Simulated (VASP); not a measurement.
# Na (P6_3/mmc) in VASP: a series of runs, part 2 of 2

VASP 6.6.1. The steps go on from the part before.

## 3. Single point, r2SCAN (volume scaled by 0.96)

File POSCAR:

```
Na
1.0
    3.7131701639      0.0000000000      0.0000000000
   -1.8565850820      3.2156996905      0.0000000000
    0.0000000000      0.0000000000     12.1272137555
Na
4
Direct
    0.0000000000      0.0000000000      0.0000000000
    0.0000000000      0.0000000000      0.5000000000
    0.3333333333      0.6666666667      0.2500000000
    0.6666666667      0.3333333333      0.7500000000
```

File INCAR.step1:

```
ALGO     = Normal         # electronic algorithm
EDIFF    = 1E-4           # SCF threshold, eV
ENCUT    = 520            # plane-wave cutoff, eV
GGA      = PE             # functional
ISMEAR   = -1             # smearing method
LASPH    = T              # aspherical terms in the spheres
LCHARG   = F              # write CHGCAR
LREAL    = F              # projectors in reciprocal space
LWAVE    = T              # write WAVECAR
NBANDS   = 22             # bands
NELM     = 60             # most SCF steps
PREC     = Accurate       # precision mode
SIGMA    = 0.1            # smearing width, eV
```

File INCAR.step2:

```
ALGO     = Normal         # electronic algorithm
EDIFF    = 1E-6           # SCF threshold, eV
ENCUT    = 520            # plane-wave cutoff, eV
ISIF     = 2              # what is computed and relaxed
ISMEAR   = -1             # smearing method
ISTART   = 1            
LASPH    = T              # aspherical terms in the spheres
LCHARG   = T              # write CHGCAR
LELF     = T              # ELF
LMIXTAU  = T            
LREAL    = F              # projectors in reciprocal space
LVHAR    = T            
LWAVE    = F              # write WAVECAR
METAGGA  = R2SCAN         # meta-GGA
NBANDS   = 22             # bands
NELM     = 60             # most SCF steps
PREC     = Accurate       # precision mode
SIGMA    = 0.1            # smearing width, eV
```

File KPOINTS:

```
k-points
0
Gamma
  11 11 3
```

Potentials or basis: VASP PAW PBE potentials, release 64 (Na_pv).

Started as:

```bash
$ cat potpaw_PBE.64/Na_pv/POTCAR > POTCAR
$ cp INCAR.step1 INCAR
$ mpirun -np 1 vasp_std > vasp.out
$ cp INCAR.step2 INCAR
$ mpirun -np 1 vasp_std > vasp.out
```

OUTCAR:

```text
EDIFF = 1E-6
   ENCUT = 520
   ISIF = 2
   ISMEAR = -1
   ISTART = 1
   LASPH = T
   LREAL = F
   METAGGA = R2SCAN
   NELM = 60
   PREC = Accurate

 ion  position               nearest neighbor table
   1  0.000  0.000  0.000-
   2  0.000  0.000  0.500-
   3  0.333  0.667  0.250-
   4  0.667  0.333  0.750-

[... 799 lines left out ...]
------------------------ aborting loop because EDIFF is reached ----------------------------------------

  FORCE on cell =-STRESS in cart. coord.  units (eV):
  Direction    XX          YY          ZZ          XY          YZ          ZX
  --------------------------------------------------------------------------------------
  -------------------------------------------------------------------------------------
  Total        0.3105563      0.3105563      0.3844832     -0.0000000      0.0000000      0.0000000
  in kB        3.4361295      3.4361295      4.2540892     -0.0000000      0.0000000      0.0000000
  external PRESSURE =       3.7087827 kB  Pullay stress =       0.0000000 kB

 VOLUME and BASIS-vectors are now :
 -----------------------------------------------------------------------------
  energy-cutoff  :      520.00
  volume of cell :      144.80
      direct lattice vectors                 reciprocal lattice vectors
     3.713170164  0.000000000  0.000000000     0.269311654  0.155487156  0.000000000
    -1.856585082  3.215699691  0.000000000     0.000000000  0.310974312  0.000000000
     0.000000000  0.000000000 12.127213755     0.000000000  0.000000000  0.082459172

 POSITION                                       TOTAL-FORCE (eV/Angst)
 -----------------------------------------------------------------------------------
      0.00000      0.00000      0.00000         0.000000      0.000000     -0.000000
      0.00000      0.00000      6.06361         0.000000      0.000000     -0.000000
     -0.00000      2.14380      3.03180        -0.000000     -0.000000     -0.000000
      1.85659      1.07190      9.09541         0.000000      0.000000      0.000000
 -----------------------------------------------------------------------------------
    total drift:                                0.000000     -0.000000      0.000000

  FREE ENERGIE OF THE ION-ELECTRON SYSTEM (eV)
  ---------------------------------------------------
  free  energy   TOTEN  =       -14.2329613546 eV

  energy  without entropy=      -14.1655412386  energy(sigma->0) =      -14.19925130
```

It took 6.2 min on 1 thread of Oxide Virtual Turin-like, shared host; peak memory 0.26 GiB.

Results:

```yaml
Free_energy: -14.2330 eV
Pressure: 0.4 GPa
Band_gap_on_the_k_mesh: zero (band 14 reaches 1.67 eV, above the bottom of band 15 at -2.01 eV)
```

Levels at points of the mesh, in eV from the Fermi level:
| k point | band 12 | band 13 | band 14 | band 15 | band 16 | band 17 | band 18 | band 19 |
| --- | --- | --- | --- | --- | --- | --- | --- | --- |
| (0.00, 0.00, 0.00) | -26.00 | -3.56 | -2.44 | -2.44 | 0.48 | 1.18 | 6.00 | 6.00 |

Caveat: the cell differs from its parent crystal (volume scaled by 0.96); the PAW data sets were made with another functional, which shifts forces and pressure a little.

## 4. Single point, r2SCAN

This run uses another cell than the first one, of 37.71 Å³/atom, 1.087 times its volume.

File POSCAR:

```
Na
1.0
    3.7640418302      0.0000000000      0.0000000000
   -1.8820209151      3.2597558458      0.0000000000
    0.0000000000      0.0000000000     12.2933606174
Na
4
Direct
    0.0000000000      0.0000000000      0.0000000000
    0.0000000000      0.0000000000      0.5000000000
    0.3333333333      0.6666666667      0.2500000000
    0.6666666667      0.3333333333      0.7500000000
```

File INCAR.step1:

```
ALGO = Normal
EDIFF = 1E-4
ENCUT = 520
GGA = PE
ISMEAR = -1
LASPH = T
LCHARG = F
LREAL = F
LWAVE = T
NBANDS = 22
NELM = 60
PREC = Accurate
SIGMA = 0.1
```

File INCAR.step2:

```
ALGO = Normal
EDIFF = 1E-6
ENCUT = 520
ISIF = 2
ISMEAR = -1
ISTART = 1
LASPH = T
LCHARG = F
LMIXTAU = T
LREAL = F
LWAVE = F
METAGGA = R2SCAN
NBANDS = 22
NELM = 60
PREC = Accurate
SIGMA = 0.1
```

KPOINTS is that of step 3.

Potentials or basis: VASP PAW PBE potentials, release 64 (Na_pv).

Started as:

```bash
$ cat potpaw_PBE.64/Na_pv/POTCAR > POTCAR
$ cp INCAR.step1 INCAR
$ mpirun -np 1 vasp_std > vasp.out
$ cp INCAR.step2 INCAR
$ mpirun -np 1 vasp_std > vasp.out
```

OUTCAR:

```text
EDIFF = 1E-6
   ENCUT = 520
   ISIF = 2
   ISMEAR = -1
   ISTART = 1
   LASPH = T
   LREAL = F
   METAGGA = R2SCAN
   NELM = 60
   PREC = Accurate

 ion  position               nearest neighbor table
   1  0.000  0.000  0.000-
   2  0.000  0.000  0.500-
   3  0.333  0.667  0.250-
   4  0.667  0.333  0.750-

  LATTYP: Found a hexagonal cell.
 ALAT       =     3.7640418302
[... 199 lines left out ...]
      3     -25.7384      2.00000
      4     -25.7277      2.00000
      5     -25.7275      2.00000
      6     -25.7254      2.00000
[... 589 lines left out ...]
     21       7.1247      0.00000
     22       7.3560      0.00000

 [... further k-points ...]
[... 5 lines left out ...]
  --------------------------------------------------------------------------------------
  -------------------------------------------------------------------------------------
  Total       -0.0148429     -0.0148429      0.2092788     -0.0000000      0.0000000      0.0000000
  in kB       -0.1576597     -0.1576597      2.2229289     -0.0000000      0.0000000      0.0000000
  external PRESSURE =       0.6358699 kB  Pullay stress =       0.0000000 kB

 VOLUME and BASIS-vectors are now :
 -----------------------------------------------------------------------------
  energy-cutoff  :      520.00
  volume of cell :      150.84
      direct lattice vectors                 reciprocal lattice vectors
     3.764041830  0.000000000  0.000000000     0.265671862  0.153385721  0.000000000
    -1.882020915  3.259755846  0.000000000     0.000000000  0.306771442  0.000000000
     0.000000000  0.000000000 12.293360617     0.000000000  0.000000000  0.081344722

 POSITION                                       TOTAL-FORCE (eV/Angst)
 -----------------------------------------------------------------------------------
      0.00000      0.00000      0.00000         0.000000      0.000000      0.000000
      0.00000      0.00000      6.14668         0.000000      0.000000      0.000000
     -0.00000      2.17317      3.07334        -0.000000      0.000000     -0.000000
      1.88202      1.08659      9.22002         0.000000     -0.000000      0.000000
 -----------------------------------------------------------------------------------
    total drift:                                0.000000     -0.000000      0.000000

  FREE ENERGIE OF THE ION-ELECTRON SYSTEM (eV)
  ---------------------------------------------------
  free  energy   TOTEN  =       -14.2382389938 eV

  energy  without entropy=      -14.1697432106  energy(sigma->0) =      -14.20399110
```

Wall time 6.8 min (1 thread of Oxide Virtual Turin-like, shared host); peak memory 0.27 GiB.

What came out:

* Free energy: -14.2382 eV
* Pressure: 0.1 GPa
* Band gap on the k mesh: zero (band 14 reaches 1.53 eV, above the bottom of band 15 at -2.07 eV)

Stress tensor (GPa, compression positive):
```
-0.02  0.00  0.00
 0.00 -0.02  0.00
 0.00  0.00  0.22
```

Caveat: the PAW data sets were made with another functional, which shifts forces and pressure a little.

## 5. Single point, r2SCAN (volume scaled by 1.04)

File POSCAR:

```
Na
1.0
    3.8135743766      0.0000000000      0.0000000000
   -1.9067871883      3.3026522894      0.0000000000
    0.0000000000      0.0000000000     12.4551339141
Na
4
Direct
    0.0000000000      0.0000000000      0.0000000000
    0.0000000000      0.0000000000      0.5000000000
    0.3333333333      0.6666666667      0.2500000000
    0.6666666667      0.3333333333      0.7500000000
```

File INCAR.step1:

```
PREC = Accurate
ENCUT = 520
ISMEAR = -1
SIGMA = 0.1
LREAL = False
LASPH = True
NELM = 100
NBANDS = 22
GGA = PE
ALGO = Normal
EDIFF = 1E-4
LWAVE = True
LCHARG = False
```

File INCAR.step2:

```
PREC = Accurate
ENCUT = 520
EDIFF = 1E-6
ISMEAR = -1
SIGMA = 0.1
LREAL = False
LASPH = True
NELM = 100
ALGO = Normal
ISIF = 2
LWAVE = False
LCHARG = False
METAGGA = R2SCAN
LMIXTAU = True
NBANDS = 22
ISTART = 1
```

File KPOINTS:

```
regular mesh
0
Gamma
  11 11 3
```

Started as:

```bash
$ cat potpaw_PBE.64/Na_pv/POTCAR > POTCAR
$ cp INCAR.step1 INCAR
$ mpirun -np 1 vasp_std > vasp.out
$ cp INCAR.step2 INCAR
$ mpirun -np 1 vasp_std > vasp.out
```

Run time: 6.3 min. Hardware: 1 thread of Oxide Virtual Turin-like, shared host; peak memory 0.28 GiB.

It converged, with:

```
Free energy            : -14.2329 eV
Pressure               : -0.3 GPa
Band gap on the k mesh : zero (band 14 reaches 1.40 eV, above the bottom of band 15 at -2.12 eV)
```

Stress tensor (GPa, compression positive):
```
-0.34  0.00  0.00
 0.00 -0.34  0.00
 0.00  0.00 -0.08
```

Levels at points of the mesh, in eV from the Fermi level:
```csv
k point,band 13,band 14,band 15,band 16,band 17,band 18
"(0.00, 0.00, 0.00)",-3.39,-2.33,-2.33,0.48,1.10,5.73
```

Caveat: the cell differs from its parent crystal (volume scaled by 1.04); the PAW data sets were made with another functional, which shifts forces and pressure a little.

## 6. Single point, r2SCAN (volume scaled by 1.08)

File POSCAR:

```
Na
1.0
    3.8618525951      0.0000000000      0.0000000000
   -1.9309262976      3.3444624530      0.0000000000
    0.0000000000      0.0000000000     12.6128105757
Na
4
Direct
    0.0000000000      0.0000000000      0.0000000000
    0.0000000000      0.0000000000      0.5000000000
    0.3333333333      0.6666666667      0.2500000000
    0.6666666667      0.3333333333      0.7500000000
```

File INCAR.step1:

```
ALGO = Normal
EDIFF = 1E-4
ENCUT = 520
GGA = PE
ISMEAR = -1
LASPH = True
LCHARG = False
LREAL = False
LWAVE = True
NBANDS = 22
NELM = 100
PREC = Accurate
SIGMA = 0.1
```

File INCAR.step2:

```
ALGO = Normal
EDIFF = 1E-7
ENCUT = 520
ISIF = 2
ISMEAR = -1
ISTART = 1
LASPH = True
LCHARG = True
LELF = True
LMIXTAU = True
LREAL = False
LVHAR = True
LWAVE = False
METAGGA = R2SCAN
NBANDS = 22
NELM = 100
PREC = Accurate
SIGMA = 0.1
```

File KPOINTS:

```
k-points
0
Gamma
  11 11 3
```

Potentials or basis: VASP PAW PBE potentials, release 64 (Na_pv).

Started as:

```bash
$ cat potpaw_PBE.64/Na_pv/POTCAR > POTCAR
$ cp INCAR.step1 INCAR
$ mpirun -np 1 vasp_std > vasp.out
$ cp INCAR.step2 INCAR
$ mpirun -np 1 vasp_std > vasp.out
```

Wall time 8.7 min (1 thread of Oxide Virtual Turin-like, shared host); peak memory 0.3 GiB.

Results (log left out):

| Quantity | Value |
| --- | --- |
| Free energy | -14.2152 eV |
| Pressure | -0.4 GPa |
| Band gap on the k mesh | zero (band 14 reaches 1.27 eV, above the bottom of band 15 at -2.17 eV) |

Stress tensor (GPa, compression positive):
```
-0.44  0.00  0.00
 0.00 -0.44  0.00
 0.00  0.00 -0.31
```

Levels at points of the mesh, in eV from the Fermi level:
| k point | band 11 | band 12 | band 13 | band 14 | band 15 | band 16 | band 17 | band 18 | band 19 | band 20 |
| --- | --- | --- | --- | --- | --- | --- | --- | --- | --- | --- |
| (0.00, 0.00, 0.00) | -26.11 | -26.11 | -3.31 | -2.27 | -2.27 | 0.48 | 1.06 | 5.61 | 5.61 | 10.15 |

Caveat: the cell differs from its parent crystal (volume scaled by 1.08); the PAW data sets were made with another functional, which shifts forces and pressure a little.

## 7. Overview

| cell | gap on the mesh (eV) | pressure (GPa) |
| --- | --- | --- |
| a = 3.661, b = 3.661, c = 11.956 Å, angles 90.0, 90.0, 120.0°, 4 atoms | none | 0.7 |
| a = 3.713, b = 3.713, c = 12.127 Å, angles 90.0, 90.0, 120.0°, 4 atoms | none | 0.4 |
| a = 3.764, b = 3.764, c = 12.293 Å, angles 90.0, 90.0, 120.0°, 4 atoms | none | 0.1 |
| a = 3.814, b = 3.814, c = 12.455 Å, angles 90.0, 90.0, 120.0°, 4 atoms | none | -0.3 |
| a = 3.862, b = 3.862, c = 12.613 Å, angles 90.0, 90.0, 120.0°, 4 atoms | none | -0.4 |

Alike in all rows: task single point; level r2SCAN; potentials or basis VASP PAW PBE potentials, release 64 (Na_pv); no spin polarisation; k mesh 11 × 11 × 3; cutoff (eV) 520; smearing fermi-dirac 0.1 eV.

Caveats: the PAW data sets were made with another functional, which shifts forces and pressure a little.

Absolute energies hang on the potentials; compare differences alone.
